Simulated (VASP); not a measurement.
The system is GaP.

```xyz
2
Lattice="0.0000 2.7252 2.7252 2.7252 0.0000 2.7252 2.7252 2.7252 0.0000" Properties=species:S:1:pos:R:3 pbc="T T T"
Ga    0.0000    0.0000    0.0000
P     4.0879    4.0879    4.0879
```

* Program: VASP 6.6.1
* Task: relaxation of cell and atoms
* Functional: HF
* Potentials or basis: VASP PAW PBE potentials, release 64 (Ga_d, P)
* Cutoff: 600 eV
* k mesh: 4 × 4 × 4
* Occupations: fermi-dirac, width 0.05 eV
* Spin: no spin polarisation

At the start: pressure 5.2 GPa; volume 20.24 Å³/atom.

Q: How do energy, volume and symmetry change on relaxing?

A: Over 3 steps the energy falls by 15.8 meV/atom and the volume is 21.27 Å³/atom (+5.1 %); space group F-43m (No. 216, to 0.1 Å) before and after.

The path:
```
step  energy change (eV)  largest force (eV/Å)  pressure (GPa)  volume (Å³)
   1              0.0000                0.0000            5.17        40.48
   2             -0.0084                0.0000           -3.79        44.43
   3             -0.0316                0.0000           -0.02        42.54
```

Final structure:
```
CELL_PARAMETERS angstrom
0.00000 2.77072 2.77072
2.77072 0.00000 2.77072
2.77072 2.77072 0.00000
ATOMIC_POSITIONS crystal
Ga 0.00000 0.00000 0.00000
P 0.75000 0.75000 0.75000
```

Caveat: the k points lie up to 0.49 Å⁻¹ apart in the final cell; the PAW data sets were made with another functional, which shifts forces and pressure a little.
